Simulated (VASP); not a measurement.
# Ge (I4_1/amd) in VASP: notebook

Ge is run at these levels: LDA; tasks: single point.

Everything below comes from runs of VASP 6.6.1. Logs are shortened: lines on timing, memory, paths and dates and some standing lists are left out, and cuts for length are marked.

## 1. The cell of the first run

The structure is tetragonal, space group I4_1/amd (No. 141). The conventional cell has a = 3.880 Å, b = 3.880 Å, c = 5.658 Å, α = 90.00°, β = 90.00°, γ = 90.00°. Ge (site symmetry -4m2) has 4 Ge at 2.40 Å within 3.2 Å.

## 2. Single point, LDA (equal xx and yy strain of -3 %)

Contents of INCAR:

```
PREC = Accurate
ENCUT = 520
EDIFF = 1E-7
ISMEAR = -1
SIGMA = 0.05
LREAL = F
LASPH = T
NELM = 80
ALGO = Normal
ISIF = 2
LWAVE = F
LCHARG = T
LELF = T
LVHAR = T
NBANDS = 21
```

Contents of KPOINTS:

```
Automatic mesh
0
Gamma
  10 10 10
```

Contents of POSCAR:

```
Ge
1.0
    0.0000000000      2.7439069000      2.8287700000
    2.7439069000      0.0000000000      2.8287700000
    2.7439069000      2.7439069000      0.0000000000
Ge
2
Direct
    0.5000000000      0.5000000000      0.5000000000
    0.7500000000      0.7500000000      0.7500000000
```

Potentials or basis: VASP PAW LDA potentials, release 64 (Ge_d).

Command:

```
$ cat potpaw_LDA.64/Ge_d/POTCAR > POTCAR
$ mpirun -np 1 vasp_std > vasp.out
```

OUTCAR:

```text
PREC = Accurate
   ENCUT = 520
   EDIFF = 1E-7
   ISMEAR = -1
   LREAL = F
   LASPH = T
   NELM = 80
   ISIF = 2

 ion  position               nearest neighbor table
   1  0.500  0.500  0.500-   2 2.40   2 2.40   2 2.40   2 2.40
   2  0.750  0.750  0.750-   1 2.40   1 2.40   1 2.40   1 2.40

  LATTYP: Found a body centered tetragonal cell.
 ALAT       =     3.8804703519
 C/A-ratio  =     1.4579521262

  Lattice vectors:

 A1 = (  -2.7439069000,   0.0000000000,   2.8287700000)
 A2 = (   2.7439069000,   0.0000000000,   2.8287700000)
 A3 = (   0.0000000000,   2.7439069000,  -2.8287700000)

Analysis of symmetry for initial positions (statically):
=====================================================================
 Subroutine PRICEL returns:
 Original cell was already a primitive cell.

 Routine SETGRP: Setting up the symmetry group for a
 body centered tetragonal supercell.

 Subroutine GETGRP returns: Found 16 space group operations
 (whereof  8 operations were pure point group operations)
 out of a pool of 16 trial point group operations.

The static configuration has the point symmetry D_2d.
 The point group associated with its full space group is D_4h.

Analysis of symmetry for dynamics (positions and initial velocities):
=====================================================================
 Subroutine PRICEL returns:
 Original cell was already a primitive cell.

 Routine SETGRP: Setting up the symmetry group for a
 body centered tetragonal supercell.

 Subroutine GETGRP returns: Found 16 space group operations
 (whereof  8 operations were pure point group operations)
 out of a pool of 16 trial point group operations.

The dynamic configuration has the point symmetry D_2d.
 The point group associated with its full space group is D_4h.

 Subroutine INISYM returns: Found 16 space group operations
 (whereof  8 operations are pure point group operations),
 and found     1 'primitive' translations

----------------------------------------------------------------------------------------

                                     Primitive cell

  volume of cell :      42.5958

  direct lattice vectors                    reciprocal lattice vectors
     0.000000000  2.743906900  2.828770000    -0.182221926  0.182221926  0.176755268
     2.743906900  0.000000000  2.828770000     0.182221926 -0.182221926  0.176755268
     2.743906900  2.743906900  0.000000000     0.182221926  0.182221926 -0.176755268

  length of vectors
[... 74 lines left out ...]
   ISTART =      0    job   : 0-new  1-cont  2-samecut
   ICHARG =      2    charge: 1-file 2-atom 10-const
   ISPIN  =      1    spin polarized calculation?
   LNONCOLLINEAR =      F non collinear calculations
   LSORBIT =      F    spin-orbit coupling
   LASPH  =      T    aspherical Exc in radial PAW
   ENCUT  =  520.0 eV  38.22 Ry    6.18 a.u.   7.33  7.33  7.22*2*pi/ulx,y,z
   NELM   =     80;   NELMIN=  2; NELMDL= -5     # of ELM steps
   EDIFF  = 0.1E-06   stopping-criterion for ELM
   LREAL  =      F    real-space projection
   EDIFFG = 0.1E-05   stopping-criterion for IOM
   NSW    =      0    number of steps for IOM
   IBRION =     -1    ionic relax: 0-MD 1-quasi-New 2-CG
   NFREE  =      0    steps in history (QN), initial steepest desc. (CG)
   ISIF   =      2    stress and relaxation
   ISYM   =      2    0-nonsym 1-usesym 2-fastsym
   POTIM  = 0.5000    time-step for ionic-motion
   TEBEG  =    0.0;   TEEND  =   0.0 temperature during run
   PSTRESS=    0.0 pullay stress
   NELECT =      28.0000    total number of electrons
   NUPDOWN=      -1.0000    fix difference up-down
   EMIN   =  10.00;   EMAX   =-10.00  energy-range for DOS
   EFERMI =   0.00;   METHOD = LEGACY
   ISMEAR =    -1;   SIGMA  =   0.05  broadening in eV -4-tet -1-fermi 0-gaus
   EFERMI_NEDOS =   21; number of points for ismear=-14 and -15
   IALGO  =     38    algorithm
   IMIX   =      4    mixing-type and parameters
     AMIX     =   0.40;   BMIX     =  1.00
     AMIX_MAG =   1.60;   BMIX_MAG =  1.00
  volume/ion in A,a.u.               =      21.30       143.73
  Fermi-wavevector in a.u.,A,eV,Ry     =   1.423439  2.689909 27.567815  2.026177
  Thomas-Fermi vector in A             =   2.544036
   LORBIT       =      0    0 simple, 1 ext, 2 COOP (PROOUT), +10 PAW based schemes
   GGA     = CA    functional components
   LHFCALC =     F    Hartree Fock is set to
   AEXX    =    0.0000 exact exchange contribution
   IVDW    =     0    specifies the selected vdW correction
   LEPSILON=     F    determine dielectric tensor
   LRPA    =     F    only Hartree local field effects (RPA)
 non-spin polarized calculation
  energy-cutoff  :      520.00
  volume of cell :       42.60
 maximum number of plane-waves:      1179
 NGX is ok and might be reduce to    30
   NGX = 15   NGY = 15   NGZ = 15

 number of electron      27.9999985 magnetization

 Free energy of the ion-electron system (eV)
  ---------------------------------------------------
  ext. energy  EPLUGINS =         0.00000000
  ---------------------------------------------------
  free energy    TOTEN  =       -10.36206132 eV

  energy without entropy =      -10.36164560  energy(sigma->0) =      -10.36185346

 E-fermi :   5.4659     XC(G=0): -10.5803

 val. band max:        5.4240937442   @ k =   0.0000   0.0000   0.0000
 cond. band min:       5.5794102081   @ k =   0.5000  -0.0000   0.0000
 fundamental gap:      0.1553164639
 Fermi energy:         5.4658632023

 k-point     1 :       0.0000    0.0000    0.0000
  band No.  band energies     occupation
      1     -19.7000      2.00000
      2     -19.7000      2.00000
      3     -19.6905      2.00000
      4     -19.6576      2.00000
      5     -19.6527      2.00000
      6     -19.4187      2.00000
[... 565 lines left out ...]
     20      17.0609      0.00000
     21      17.5369      0.00000

 [... further k-points ...]
[... 5 lines left out ...]
  --------------------------------------------------------------------------------------
  -------------------------------------------------------------------------------------
  Total        1.1400501      1.1400501      0.4766504      0.0000000      0.0000000     -0.0000000
  in kB       42.8813188     42.8813188     17.9285072      0.0000000      0.0000000     -0.0000000
  external PRESSURE =      34.5637149 kB  Pullay stress =       0.0000000 kB

 VOLUME and BASIS-vectors are now :
 -----------------------------------------------------------------------------
  energy-cutoff  :      520.00
  volume of cell :       42.60
      direct lattice vectors                 reciprocal lattice vectors
     0.000000000  2.743906900  2.828770000    -0.182221926  0.182221926  0.176755268
     2.743906900  0.000000000  2.828770000     0.182221926 -0.182221926  0.176755268
     2.743906900  2.743906900  0.000000000     0.182221926  0.182221926 -0.176755268

 POSITION                                       TOTAL-FORCE (eV/Angst)
 -----------------------------------------------------------------------------------
      2.74391      2.74391      2.82877        -0.000000     -0.000000     -0.000000
      4.11586      4.11586      4.24315         0.000000      0.000000      0.000000
 -----------------------------------------------------------------------------------
    total drift:                                0.000000     -0.000000     -0.000000

  FREE ENERGIE OF THE ION-ELECTRON SYSTEM (eV)
  ---------------------------------------------------
  free  energy   TOTEN  =       -10.3620613204 eV

  energy  without entropy=      -10.3616455966  energy(sigma->0) =      -10.36185346
```

OSZICAR:

```text
N       E                     dE             d eps       ncg     rms          rms(c)
DAV:   1     0.193378572576E+03    0.19338E+03   -0.14583E+04  4808   0.366E+03
DAV:   2     0.170331410045E+02   -0.17635E+03   -0.17066E+03  4304   0.619E+02
DAV:   3    -0.967364018820E+01   -0.26707E+02   -0.26538E+02  4869   0.143E+02
DAV:   4    -0.105511892510E+02   -0.87755E+00   -0.87708E+00  4869   0.304E+01
DAV:   5    -0.105648528812E+02   -0.13664E-01   -0.13663E-01  4819   0.414E+00    0.357E+00
DAV:   6    -0.104285949237E+02    0.13626E+00   -0.42601E-02  4769   0.158E+00    0.204E+00
DAV:   7    -0.103612937937E+02    0.67301E-01   -0.84211E-02  4638   0.206E+00    0.145E-01
DAV:   8    -0.103620346769E+02   -0.74088E-03   -0.60756E-03  4869   0.794E-01    0.453E-02
DAV:   9    -0.103620651294E+02   -0.30452E-04   -0.91058E-05  4972   0.884E-02    0.137E-02
DAV:  10    -0.103620614901E+02    0.36393E-05   -0.84341E-06  5724   0.425E-02    0.455E-03
DAV:  11    -0.103620613383E+02    0.15185E-06   -0.10370E-06  4644   0.788E-03    0.177E-03
DAV:  12    -0.103620613204E+02    0.17841E-07   -0.10043E-07  3377   0.599E-03
   1 F= -.10362061E+02 E0= -.10361853E+02  d E =-.415724E-03
```

stdout:

```text
POSCAR found type information on POSCAR Ge
 POSCAR found :  1 types and       2 ions
 scaLAPACK will be used
 LDA part: xc-table for (Slater(with rela. corr.)+CA(PZ))
 , standard interpolation
 POSCAR, INCAR and KPOINTS ok, starting setup
 FFT: planning ... GRIDC
 FFT: planning ... GRID_SOFT
 FFT: planning ... GRID
 WAVECAR not read
 entering main loop
```

Run time: 35 s. Hardware: 1 thread of Intel Xeon 6975P-C (Granite Rapids), shared host; peak memory 0.19 GiB.

Results:

* Free energy: -10.3621 eV
* Pressure: 3.5 GPa
* Band gap on the k mesh: 0.16 eV (least direct gap 0.33 eV)

Caveat: the cell differs from its parent crystal (equal xx and yy strain of -3 %); the cell stands under pressure. A k mesh can miss the band edges.

## 3. Single point, LDA (zz strain of -3 %)

Contents of INCAR:

```
SYSTEM = Ge
ALGO = Normal ; EDIFF = 1E-7
ENCUT = 520 ; ISIF = 2
ISMEAR = -1 ; LASPH = .True.
LCHARG = .False. ; LREAL = .False.
LWAVE = .False. ; NBANDS = 21
NELM = 80 ; PREC = Accurate
SIGMA = 0.05
```

Contents of KPOINTS:

```
k-points
0
Gamma
  10 10 10
  0 0 0
```

Contents of POSCAR:

```
Ge
1.0
    0.0000000000      2.8287700000      2.7439069000
    2.8287700000      0.0000000000      2.7439069000
    2.8287700000      2.8287700000      0.0000000000
Ge
2
Direct
    0.5000000000      0.5000000000      0.5000000000
    0.7500000000      0.7500000000      0.7500000000
```

Potentials or basis: VASP PAW LDA potentials, release 64 (Ge_d).

Command:

```
$ cat potpaw_LDA.64/Ge_d/POTCAR > POTCAR
$ mpirun -np 1 vasp_std > vasp.out
```

Run time: 35 s. Hardware: 1 thread of Intel Xeon 6975P-C (Granite Rapids), shared host; peak memory 0.19 GiB.

The run converged. Its results:

| Property | Result |
| --- | --- |
| Free energy | -10.3809 eV |
| Pressure | 1.0 GPa |

Stress tensor (GPa, compression positive):
```
0.23 0.00 0.00
0.00 0.23 0.00
0.00 0.00 2.38
```

Levels at points of the mesh, in eV from the Fermi level:
```
           k point  band 12  band 13  band 14  band 15  band 16  band 17
(0.00, 0.00, 0.00)    -0.14    -0.14     0.07     0.09     2.39     2.53
(0.50, 0.00, 0.00)    -7.84    -1.65    -1.37     0.08     3.58     3.80
(0.50, 0.50, 0.00)    -9.00    -3.39    -3.39     0.40     0.40     9.62
(0.50, 0.00, 0.50)    -9.15    -3.17    -3.17     0.65     0.65     9.54
```

Caveat: the cell differs from its parent crystal (zz strain of -3 %).

## 4. Single point, LDA (zz strain of -2 %)

Contents of INCAR:

```
SYSTEM = Ge
  PREC = Accurate
  ENCUT = 520
  EDIFF = 1E-6
  ISMEAR = -1
  SIGMA = 0.05
  LREAL = .False.
  LASPH = .True.
  NELM = 60
  ALGO = Normal
  ISIF = 2
  LWAVE = .False.
  LCHARG = .True.
  LELF = .True.
  LVHAR = .True.
  NBANDS = 21
```

Contents of KPOINTS:

```
regular mesh
0
Gamma
  10 10 10
  0 0 0
```

Contents of POSCAR:

```
Ge
1.0
    0.0000000000      2.8287700000      2.7721946000
    2.8287700000      0.0000000000      2.7721946000
    2.8287700000      2.8287700000      0.0000000000
Ge
2
Direct
    0.5000000000      0.5000000000      0.5000000000
    0.7500000000      0.7500000000      0.7500000000
```

Potentials or basis: VASP PAW LDA potentials, release 64 (Ge_d).

Command:

```
$ cat potpaw_LDA.64/Ge_d/POTCAR > POTCAR
$ mpirun -np 1 vasp_std > vasp.out
```

OUTCAR:

```text
SYSTEM = Ge
   PREC = Accurate
   ENCUT = 520
   EDIFF = 1E-6
   ISMEAR = -1
   LREAL = .False.
   LASPH = .True.
   NELM = 60
   ISIF = 2

 ion  position               nearest neighbor table
   1  0.500  0.500  0.500-   2 2.43   2 2.43   2 2.43   2 2.43
   2  0.750  0.750  0.750-   1 2.43   1 2.43   1 2.43   1 2.43

  LATTYP: Found a body centered tetragonal cell.
 ALAT       =     4.0004848988
 C/A-ratio  =     1.3859292911

  Lattice vectors:

 A1 = (   0.0000000000,  -2.8287700000,  -2.7721946000)
 A2 = (   0.0000000000,   2.8287700000,  -2.7721946000)
 A3 = (   2.8287700000,   0.0000000000,   2.7721946000)

Analysis of symmetry for initial positions (statically):
=====================================================================
 Subroutine PRICEL returns:
 Original cell was already a primitive cell.

 Routine SETGRP: Setting up the symmetry group for a
 body centered tetragonal supercell.

 Subroutine GETGRP returns: Found 16 space group operations
 (whereof  8 operations were pure point group operations)
 out of a pool of 16 trial point group operations.

The static configuration has the point symmetry D_2d.
 The point group associated with its full space group is D_4h.

Analysis of symmetry for dynamics (positions and initial velocities):
=====================================================================
 Subroutine PRICEL returns:
 Original cell was already a primitive cell.

 Routine SETGRP: Setting up the symmetry group for a
 body centered tetragonal supercell.

 Subroutine GETGRP returns: Found 16 space group operations
 (whereof  8 operations were pure point group operations)
 out of a pool of 16 trial point group operations.

The dynamic configuration has the point symmetry D_2d.
 The point group associated with its full space group is D_4h.

 Subroutine INISYM returns: Found 16 space group operations
[... 105 lines left out ...]
   POTIM  = 0.5000    time-step for ionic-motion
   TEBEG  =    0.0;   TEEND  =   0.0 temperature during run
   PSTRESS=    0.0 pullay stress
   NELECT =      28.0000    total number of electrons
   NUPDOWN=      -1.0000    fix difference up-down
   EMIN   =  10.00;   EMAX   =-10.00  energy-range for DOS
   EFERMI =   0.00;   METHOD = LEGACY
   ISMEAR =    -1;   SIGMA  =   0.05  broadening in eV -4-tet -1-fermi 0-gaus
   EFERMI_NEDOS =   21; number of points for ismear=-14 and -15
   IALGO  =     38    algorithm
   IMIX   =      4    mixing-type and parameters
     AMIX     =   0.40;   BMIX     =  1.00
     AMIX_MAG =   1.60;   BMIX_MAG =  1.00
  volume/ion in A,a.u.               =      22.18       149.70
  Fermi-wavevector in a.u.,A,eV,Ry     =   1.404250  2.653648 26.829584  1.971919
  Thomas-Fermi vector in A             =   2.526831
   LORBIT       =      0    0 simple, 1 ext, 2 COOP (PROOUT), +10 PAW based schemes
   GGA     = CA    functional components
   LHFCALC =     F    Hartree Fock is set to
   AEXX    =    0.0000 exact exchange contribution
   IVDW    =     0    specifies the selected vdW correction
   LEPSILON=     F    determine dielectric tensor
   LRPA    =     F    only Hartree local field effects (RPA)
 non-spin polarized calculation
  energy-cutoff  :      520.00
  volume of cell :       44.37
 maximum number of plane-waves:      1235
 NGX is ok and might be reduce to    30
   NGX = 15   NGY = 15   NGZ = 15

 number of electron      28.0000023 magnetization

 Free energy of the ion-electron system (eV)
  ---------------------------------------------------
  ext. energy  EPLUGINS =         0.00000000
  ---------------------------------------------------
  free energy    TOTEN  =       -10.38605222 eV

  energy without entropy =      -10.38545984  energy(sigma->0) =      -10.38575603

 E-fermi :   4.9570     XC(G=0): -10.3848

 val. band max:        4.8729348160   @ k =   0.0000   0.0000   0.0000
 cond. band min:       4.9632226863   @ k =   0.0000   0.0000   0.0000
 fundamental gap:      0.0902878702
 Fermi energy:         4.9569847058

 k-point     1 :       0.0000    0.0000    0.0000
  band No.  band energies     occupation
      1     -20.0489      2.00000
      2     -20.0433      2.00000
      3     -20.0433      2.00000
      4     -20.0081      2.00000
      5     -20.0057      2.00000
      6     -19.7881      2.00000
[... 565 lines left out ...]
     20      16.6994      0.00000
     21      16.7455      0.00000

 [... further k-points ...]
[... 5 lines left out ...]
  --------------------------------------------------------------------------------------
  -------------------------------------------------------------------------------------
  Total       -0.0468134     -0.0468134      0.3538295      0.0000000      0.0000000      0.0000000
  in kB       -1.6905652     -1.6905652     12.7777879      0.0000000      0.0000000      0.0000000
  external PRESSURE =       3.1322191 kB  Pullay stress =       0.0000000 kB

 VOLUME and BASIS-vectors are now :
 -----------------------------------------------------------------------------
  energy-cutoff  :      520.00
  volume of cell :       44.37
      direct lattice vectors                 reciprocal lattice vectors
     0.000000000  2.828770000  2.772194600    -0.176755268  0.176755268  0.180362519
     2.828770000  0.000000000  2.772194600     0.176755268 -0.176755268  0.180362519
     2.828770000  2.828770000  0.000000000     0.176755268  0.176755268 -0.180362519

 POSITION                                       TOTAL-FORCE (eV/Angst)
 -----------------------------------------------------------------------------------
      2.82877      2.82877      2.77219        -0.000000     -0.000000      0.000000
      4.24315      4.24315      4.15829         0.000000      0.000000      0.000000
 -----------------------------------------------------------------------------------
    total drift:                                0.000000     -0.000000      0.000000

  FREE ENERGIE OF THE ION-ELECTRON SYSTEM (eV)
  ---------------------------------------------------
  free  energy   TOTEN  =       -10.3860522175 eV

  energy  without entropy=      -10.3854598419  energy(sigma->0) =      -10.38575603
```

Run time: 34 s. Hardware: 1 thread of Intel Xeon 6975P-C (Granite Rapids), shared host; peak memory 0.19 GiB.

Results:

- Free energy: -10.3861 eV
- Pressure: 0.3 GPa

Stress tensor (GPa, compression positive):
```
-0.17  0.00  0.00
 0.00 -0.17  0.00
 0.00  0.00  1.28
```

Levels at points of the mesh, in eV from the Fermi level:
```tsv
k point	band 12	band 13	band 14	band 15	band 16	band 17
(0.00, 0.00, 0.00)	-0.08	-0.08	0.01	0.07	2.44	2.54
(0.50, 0.00, 0.00)	-7.76	-1.56	-1.38	0.09	3.63	3.77
(0.50, 0.50, 0.00)	-8.97	-3.27	-3.27	0.50	0.50	9.56
(0.50, 0.00, 0.50)	-9.07	-3.13	-3.13	0.66	0.66	9.51
```

Caveat: the cell differs from its parent crystal (zz strain of -2 %).

[end of part 1 of 2]
